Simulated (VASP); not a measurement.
# Pt (Fm-3m) in VASP: notebook

The runs below take Pt through single point, with RPBE.

All numbers are computed with VASP 6.6.1; they aren't measurements. Logs are shortened: lines on timing, memory, paths and dates and some standing lists are left out, and cuts for length are marked.

## Step 1: The cell of the first run

It takes space group Fm-3m (No. 225, cubic). Conventional cell: a = 3.828 Å, b = 3.828 Å, c = 3.828 Å, α = 90.00°, β = 90.00°, γ = 90.00°. Within 3.6 Å of Pt (site symmetry m-3m) lie 12 Pt at 2.71 Å.

## Step 2: Single point, RPBE (volume scaled by 0.88)

Input file INCAR:

```
SYSTEM = Pt
ALGO = Normal
EDIFF = 1E-6
ENCUT = 520
GGA = RP
ISIF = 2
ISMEAR = -1
LASPH = .TRUE.
LCHARG = .FALSE.
LREAL = .FALSE.
LWAVE = .FALSE.
NBANDS = 11
NELM = 60
PREC = Accurate
SIGMA = 0.1
```

Input file KPOINTS:

```
k-points
0
G
  22 22 22
  0 0 0
```

Input file POSCAR:

```
Pt
1.0
    0.0000000000      1.9138185031      1.9138185031
    1.9138185031      0.0000000000      1.9138185031
    1.9138185031      1.9138185031      0.0000000000
Pt
1
Direct
    0.0000000000      0.0000000000      0.0000000000
```

Potentials or basis: VASP PAW PBE potentials, release 64 (Pt).

Launch:

```console
$ cat potpaw_PBE.64/Pt/POTCAR > POTCAR
$ mpirun -np 1 vasp_std > vasp.out
```

OUTCAR:

```text
SYSTEM = Pt
   EDIFF = 1E-6
   ENCUT = 520
   GGA = RP
   ISIF = 2
   ISMEAR = -1
   LASPH = .TRUE.
   LREAL = .FALSE.
   NELM = 60
   PREC = Accurate

 ion  position               nearest neighbor table
   1  0.000  0.000  0.000-

  LATTYP: Found a face centered cubic cell.
 ALAT       =     3.8276370062

  Lattice vectors:

 A1 = (   0.0000000000,   1.9138185031,   1.9138185031)
 A2 = (   1.9138185031,   0.0000000000,   1.9138185031)
 A3 = (   1.9138185031,   1.9138185031,   0.0000000000)

Analysis of symmetry for initial positions (statically):
=====================================================================
 Subroutine PRICEL returns:
 Original cell was already a primitive cell.

 Routine SETGRP: Setting up the symmetry group for a
 face centered cubic supercell.

 Subroutine GETGRP returns: Found 48 space group operations
 (whereof 48 operations were pure point group operations)
 out of a pool of 48 trial point group operations.

The static configuration has the point symmetry O_h .

Analysis of symmetry for dynamics (positions and initial velocities):
=====================================================================
 Subroutine PRICEL returns:
 Original cell was already a primitive cell.

 Routine SETGRP: Setting up the symmetry group for a
 face centered cubic supercell.

 Subroutine GETGRP returns: Found 48 space group operations
 (whereof 48 operations were pure point group operations)
 out of a pool of 48 trial point group operations.

The dynamic configuration has the point symmetry O_h .

 Subroutine INISYM returns: Found 48 space group operations
 (whereof 48 operations are pure point group operations),
 and found     1 'primitive' translations

----------------------------------------------------------------------------------------

                                     Primitive cell

  volume of cell :      14.0195

  direct lattice vectors                    reciprocal lattice vectors
     0.000000000  1.913818503  1.913818503    -0.261257794  0.261257794  0.261257794
     1.913818503  0.000000000  1.913818503     0.261257794 -0.261257794  0.261257794
     1.913818503  1.913818503  0.000000000     0.261257794  0.261257794 -0.261257794

  length of vectors
     2.706548083  2.706548083  2.706548083     0.452511773  0.452511773  0.452511773

  position of ions in fractional coordinates (direct lattice)
     0.000000000  0.000000000  0.000000000

  ion indices of the primitive-cell ions
   primitive index   ion index
                 1           1

----------------------------------------------------------------------------------------

 KPOINTS: k-points

Automatic generation of k-mesh.
 Grid dimensions read from file:
 generate k-points for:   22   22   22

 Generating k-lattice:

  Cartesian coordinates                     Fractional coordinates (reciprocal lattice)
    -0.011875354  0.011875354  0.011875354     0.045454545  0.000000000  0.000000000
     0.011875354 -0.011875354  0.011875354     0.000000000  0.045454545  0.000000000
     0.011875354  0.011875354 -0.011875354     0.000000000  0.000000000  0.045454545

  Length of vectors
     0.020568717  0.020568717  0.020568717

  Shift w.r.t. Gamma in fractional coordinates (k-lattice)
     0.000000000  0.000000000  0.000000000

 Subroutine IBZKPT returns following result:
 ===========================================

 Found    328 irreducible k-points:

 Following reciprocal coordinates:
            Coordinates               Weight
  0.000000  0.000000  0.000000      1.000000
  0.045455  0.000000  0.000000      8.000000
  0.090909  0.000000  0.000000      8.000000
  0.136364  0.000000  0.000000      8.000000
  0.181818  0.000000  0.000000      8.000000
  0.227273  0.000000  0.000000      8.000000
[... 16 lines left out ...]
  0.500000  0.045455  0.000000     24.000000
 -0.454545  0.045455  0.000000     24.000000
 [... further k-points ...]
   k-points           NKPTS =    328   k-points in BZ     NKDIM =    328   number of bands    NBANDS=     11
   number of dos      NEDOS =    301   number of ions     NIONS =      1
   total plane-waves  NPLWV =   8000
   dimension x,y,z NGX =    20 NGY =   20 NGZ =   20
   dimension x,y,z NGXF=    40 NGYF=   40 NGZF=   40
   ions per type =               1
   NGX,Y,Z   is equivalent  to a cutoff of  12.28, 12.28, 12.28 a.u.
   NGXF,Y,Z  is equivalent  to a cutoff of  24.57, 24.57, 24.57 a.u.
 SYSTEM =  Pt
   PREC   = accura    normal or accurate (medium, high low for compatibility)
   ISTART =      0    job   : 0-new  1-cont  2-samecut
   ICHARG =      2    charge: 1-file 2-atom 10-const
   ISPIN  =      1    spin polarized calculation?
   LNONCOLLINEAR =      F non collinear calculations
   LSORBIT =      F    spin-orbit coupling
   LASPH  =      T    aspherical Exc in radial PAW
   ENCUT  =  520.0 eV  38.22 Ry    6.18 a.u.   5.03  5.03  5.03*2*pi/ulx,y,z
   NELM   =     60;   NELMIN=  2; NELMDL= -5     # of ELM steps
   EDIFF  = 0.1E-05   stopping-criterion for ELM
   LREAL  =      F    real-space projection
   EDIFFG = 0.1E-04   stopping-criterion for IOM
   NSW    =      0    number of steps for IOM
   IBRION =     -1    ionic relax: 0-MD 1-quasi-New 2-CG
   NFREE  =      0    steps in history (QN), initial steepest desc. (CG)
   ISIF   =      2    stress and relaxation
   ISYM   =      2    0-nonsym 1-usesym 2-fastsym
   POTIM  = 0.5000    time-step for ionic-motion
   TEBEG  =    0.0;   TEEND  =   0.0 temperature during run
   PSTRESS=    0.0 pullay stress
   NELECT =      10.0000    total number of electrons
   NUPDOWN=      -1.0000    fix difference up-down
   EMIN   =  10.00;   EMAX   =-10.00  energy-range for DOS
   EFERMI =   0.00;   METHOD = LEGACY
   ISMEAR =    -1;   SIGMA  =   0.10  broadening in eV -4-tet -1-fermi 0-gaus
   EFERMI_NEDOS =   21; number of points for ismear=-14 and -15
   IALGO  =     38    algorithm
   IMIX   =      4    mixing-type and parameters
     AMIX     =   0.40;   BMIX     =  1.00
     AMIX_MAG =   1.60;   BMIX_MAG =  1.00
  volume/ion in A,a.u.               =      14.02        94.61
  Fermi-wavevector in a.u.,A,eV,Ry     =   1.462730  2.764158 29.110729  2.139578
  Thomas-Fermi vector in A             =   2.578909
   LORBIT       =      0    0 simple, 1 ext, 2 COOP (PROOUT), +10 PAW based schemes
   GGA     = RP    functional components
   LHFCALC =     F    Hartree Fock is set to
   AEXX    =    0.0000 exact exchange contribution
   IVDW    =     0    specifies the selected vdW correction
   LEPSILON=     F    determine dielectric tensor
   LRPA    =     F    only Hartree local field effects (RPA)
 non-spin polarized calculation
  energy-cutoff  :      520.00
  volume of cell :       14.02
 maximum number of plane-waves:       388
   NGX =  9   NGY =  9   NGZ =  9

 number of electron      10.0000000 magnetization

 number of electron       9.9999999 magnetization

 Free energy of the ion-electron system (eV)
  ---------------------------------------------------
  ext. energy  EPLUGINS =         0.00000000
  ---------------------------------------------------
  free energy    TOTEN  =        -5.27880334 eV

  energy without entropy =       -5.23050559  energy(sigma->0) =       -5.25465447

 E-fermi :  12.8173     XC(G=0): -13.8845

 val. band max:       12.8170974262   @ k =  -0.3636   0.3636   0.1364
 cond. band min:      12.8210177990   @ k =  -0.4545   0.0909   0.0455
 fundamental gap:      0.0039203728
 Fermi energy:        12.8173147547

 k-point     1 :       0.0000    0.0000    0.0000
  band No.  band energies     occupation
      1       1.7717      2.00000
      2       8.5525      2.00000
      3       8.5525      2.00000
      4       8.5525      2.00000
      5      10.9726      2.00000
      6      10.9726      2.00000
      7      27.1754      0.00000
      8      32.5814      0.00000
      9      32.5814      0.00000
     10      32.5814      0.00000
     11      38.1929      0.00000

 k-point     2 :       0.0455    0.0000    0.0000
  band No.  band energies     occupation
      1       1.8616      2.00000
      2       8.5087      2.00000
      3       8.5899      2.00000
      4       8.5899      2.00000
      5      10.9496      2.00000
      6      10.9496      2.00000
      7      27.3243      0.00000
      8      32.1097      0.00000
      9      32.7265      0.00000
     10      32.7265      0.00000
     11      38.7469      0.00000

 k-point     3 :       0.0909    0.0000    0.0000
  band No.  band energies     occupation
      1       2.1258      2.00000
      2       8.3903      2.00000
      3       8.6928      2.00000
      4       8.6928      2.00000
      5      10.8935      2.00000
      6      10.8935      2.00000
      7      27.7466      0.00000
      8      31.0466      0.00000
      9      33.1538      0.00000
     10      33.1538      0.00000
     11      39.8969      0.00000

 k-point     4 :       0.1364    0.0000    0.0000
  band No.  band energies     occupation
      1       2.5449      2.00000
      2       8.2350      2.00000
      3       8.8307      2.00000
      4       8.8307      2.00000
      5      10.8431      2.00000
      6      10.8431      2.00000
      7      28.3597      0.00000
      8      29.7981      0.00000
      9      33.8398      0.00000
     10      33.8398      0.00000
     11      39.8296      0.00000
[... 239 lines left out ...]
 k-point    22 :       0.4545    0.0455    0.0000
  band No.  band energies     occupation
      1       4.7769      2.00000
      2       8.4376      2.00000
      3       8.5819      2.00000
      4      10.9563      2.00000
      5      12.8093      1.03989
      6      13.0724      0.14472
      7      20.1178      0.00000
      8      27.1043      0.00000
      9      32.3408      0.00000
     10      32.7238      0.00000
     11      41.5374      0.00000

 k-point    23 :       0.5000    0.0455    0.0000
  band No.  band energies     occupation
      1       4.7706      2.00000
      2       8.4019      2.00000
      3       8.5320      2.00000
      4      11.4313      2.00000
      5      12.8708      0.73900
      6      13.4635      0.00312
      7      19.3001      0.00000
      8      26.9303      0.00000
      9      32.1702      0.00000
     10      32.1902      0.00000
     11      42.2662      0.00000

 k-point    24 :      -0.4545    0.0455    0.0000
  band No.  band energies     occupation
      1       4.7729      2.00000
      2       8.4195      2.00000
      3       8.5313      2.00000
      4      11.3611      2.00000
      5      12.7499      1.32494
      6      13.4512      0.00353
      7      19.4809      0.00000
      8      26.9654      0.00000
      9      32.0337      0.00000
     10      32.4758      0.00000
     11      41.9908      0.00000

 [... further k-points ...]
[... 5 lines left out ...]
  --------------------------------------------------------------------------------------
  -------------------------------------------------------------------------------------
  Total        3.5746313      3.5746313      3.5746313      0.0000000     -0.0000000      0.0000000
  in kB      408.5164894    408.5164894    408.5164894      0.0000000     -0.0000000      0.0000000
  external PRESSURE =     408.5164894 kB  Pullay stress =       0.0000000 kB

 VOLUME and BASIS-vectors are now :
 -----------------------------------------------------------------------------
  energy-cutoff  :      520.00
  volume of cell :       14.02
      direct lattice vectors                 reciprocal lattice vectors
     0.000000000  1.913818503  1.913818503    -0.261257794  0.261257794  0.261257794
     1.913818503  0.000000000  1.913818503     0.261257794 -0.261257794  0.261257794
     1.913818503  1.913818503  0.000000000     0.261257794  0.261257794 -0.261257794

 POSITION                                       TOTAL-FORCE (eV/Angst)
 -----------------------------------------------------------------------------------
      0.00000      0.00000      0.00000        -0.000000      0.000000      0.000000
 -----------------------------------------------------------------------------------
    total drift:                               -0.000000     -0.000000     -0.000000

  FREE ENERGIE OF THE ION-ELECTRON SYSTEM (eV)
  ---------------------------------------------------
  free  energy   TOTEN  =        -5.2788033402 eV

  energy  without entropy=       -5.2305055948  energy(sigma->0) =       -5.25465447
```

It took 76 s on 1 thread of AMD EPYC 7R13, shared host; peak memory 0.14 GiB.

What came out:

| Property | Result |
| --- | --- |
| Free energy | -5.2788 eV |
| Pressure | 40.9 GPa |
| Band gap on the k mesh | zero (band 5 reaches 13.39 eV, above the bottom of band 6 at 10.84 eV) |

Levels at points of the mesh, in eV from the Fermi level:
```tsv
k point	band 1	band 2	band 3	band 4	band 5	band 6	band 7	band 8	band 9	band 10
(0.00, 0.00, 0.00)	-11.05	-4.26	-4.26	-4.26	-1.84	-1.84	14.36	19.76	19.76	19.76
(0.50, 0.00, 0.00)	-8.12	-4.35	-4.35	-0.77	0.05	0.05	6.46	13.96	19.47	19.47
(0.50, 0.50, 0.00)	-7.93	-7.43	0.01	0.57	0.57	1.66	9.75	11.63	11.63	21.06
```

Caveat: the PAW data sets were made with another functional, which shifts forces and pressure a little; spin-orbit coupling is left out, which moves the levels of the heavy elements.

## Step 3: Single point, RPBE (volume scaled by 0.92)

Input file INCAR:

```
SYSTEM = Pt
ALGO = Normal ; EDIFF = 1E-6
ENCUT = 520 ; GGA = RP
ISIF = 2 ; ISMEAR = -1
LASPH = .True. ; LCHARG = .False.
LREAL = .False. ; LWAVE = .False.
NBANDS = 11 ; NELM = 100
PREC = Accurate ; SIGMA = 0.1
```

Input file KPOINTS:

```
k-points
0
Gamma
  22 22 22
  0 0 0
```

Input file POSCAR:

```
Pt
1.0
    0.0000000000      1.9423871703      1.9423871703
    1.9423871703      0.0000000000      1.9423871703
    1.9423871703      1.9423871703      0.0000000000
Pt
1
Direct
    0.0000000000      0.0000000000      0.0000000000
```

Potentials or basis: VASP PAW PBE potentials, release 64 (Pt).

Launch:

```console
$ cat potpaw_PBE.64/Pt/POTCAR > POTCAR
$ mpirun -np 1 vasp_std > vasp.out
```

OUTCAR:

```text
SYSTEM = Pt
   EDIFF = 1E-6
   ENCUT = 520
   GGA = RP
   ISIF = 2
   ISMEAR = -1
   LASPH = .True.
   LREAL = .False.
   NELM = 100
   PREC = Accurate

 ion  position               nearest neighbor table
   1  0.000  0.000  0.000-

  LATTYP: Found a face centered cubic cell.
 ALAT       =     3.8847743406

  Lattice vectors:

 A1 = (   0.0000000000,   1.9423871703,   1.9423871703)
 A2 = (   1.9423871703,   0.0000000000,   1.9423871703)
[... 514 lines left out ...]
     11      40.3647      0.00000

 [... further k-points ...]

------------------------ aborting loop because EDIFF is reached ----------------------------------------

  FORCE on cell =-STRESS in cart. coord.  units (eV):
  Direction    XX          YY          ZZ          XY          YZ          ZX
  --------------------------------------------------------------------------------------
  -------------------------------------------------------------------------------------
  Total        2.1425846      2.1425846      2.1425846     -0.0000000      0.0000000      0.0000000
  in kB      234.2130850    234.2130850    234.2130850     -0.0000000      0.0000000      0.0000000
  external PRESSURE =     234.2130850 kB  Pullay stress =       0.0000000 kB

 VOLUME and BASIS-vectors are now :
 -----------------------------------------------------------------------------
  energy-cutoff  :      520.00
  volume of cell :       14.66
      direct lattice vectors                 reciprocal lattice vectors
     0.000000000  1.942387170  1.942387170    -0.257415209  0.257415209  0.257415209
     1.942387170  0.000000000  1.942387170     0.257415209 -0.257415209  0.257415209
     1.942387170  1.942387170  0.000000000     0.257415209  0.257415209 -0.257415209

 POSITION                                       TOTAL-FORCE (eV/Angst)
 -----------------------------------------------------------------------------------
      0.00000      0.00000      0.00000         0.000000      0.000000      0.000000
 -----------------------------------------------------------------------------------
    total drift:                               -0.000000     -0.000000     -0.000000

  FREE ENERGIE OF THE ION-ELECTRON SYSTEM (eV)
  ---------------------------------------------------
  free  energy   TOTEN  =        -5.4057540676 eV

  energy  without entropy=       -5.3543159931  energy(sigma->0) =       -5.38003503
```

OSZICAR:

```text
N       E                     dE             d eps       ncg     rms          rms(c)
DAV:   1     0.411114921730E+02    0.41111E+02   -0.54293E+03  7355   0.850E+02
DAV:   2    -0.513365673366E+01   -0.46245E+02   -0.44465E+02  8302   0.179E+02
DAV:   3    -0.573042240547E+01   -0.59677E+00   -0.59326E+00  8431   0.193E+01
DAV:   4    -0.573280312793E+01   -0.23807E-02   -0.23805E-02  8374   0.144E+00
DAV:   5    -0.573282153381E+01   -0.18406E-04   -0.18405E-04  8489   0.117E-01    0.140E+01
DAV:   6    -0.544843215844E+01    0.28439E+00   -0.59284E-01  7789   0.627E+00    0.758E+00
DAV:   7    -0.540911732180E+01    0.39315E-01   -0.14899E-01  8278   0.307E+00    0.249E+00
DAV:   8    -0.540591612350E+01    0.32012E-02   -0.76119E-03  7888   0.750E-01    0.512E-01
DAV:   9    -0.540574926089E+01    0.16686E-03   -0.16131E-04  8188   0.111E-01    0.431E-02
DAV:  10    -0.540575413271E+01   -0.48718E-05   -0.52485E-06  9552   0.185E-02    0.229E-03
DAV:  11    -0.540575406758E+01    0.65131E-07   -0.39424E-08  4466   0.183E-03
   1 F= -.54057541E+01 E0= -.53800350E+01  d E =-.514381E-01
```

stdout:

```text
POSCAR found type information on POSCAR Pt
 POSCAR found :  1 types and       1 ions
 scaLAPACK will be used
 -----------------------------------------------------------------------------
|                                                                             |
|                                                                             |
|     You enforced a specific xc type in the INCAR file but a different       |
|     I HOPE YOU KNOW WHAT YOU ARE DOING!                                     |
|                                                                             |
 -----------------------------------------------------------------------------

 LDA part: xc-table for (Slater+PW92), standard interpolation
 POSCAR, INCAR and KPOINTS ok, starting setup
 FFT: planning ... GRIDC
 FFT: planning ... GRID_SOFT
 FFT: planning ... GRID
 WAVECAR not read
 entering main loop
```

Run time: 77 s. Hardware: 1 thread of AMD EPYC 7R13, shared host; peak memory 0.14 GiB.

What came out:

| Item | Value |
| --- | --- |
| Free energy | -5.4058 eV |
| Pressure | 23.4 GPa |
| Band gap on the k mesh | zero (band 5 reaches 12.43 eV, above the bottom of band 6 at 10.08 eV) |

Caveat: the PAW data sets were made with another functional, which shifts forces and pressure a little; spin-orbit coupling is left out, which moves the levels of the heavy elements.

[end of part 1 of 2]
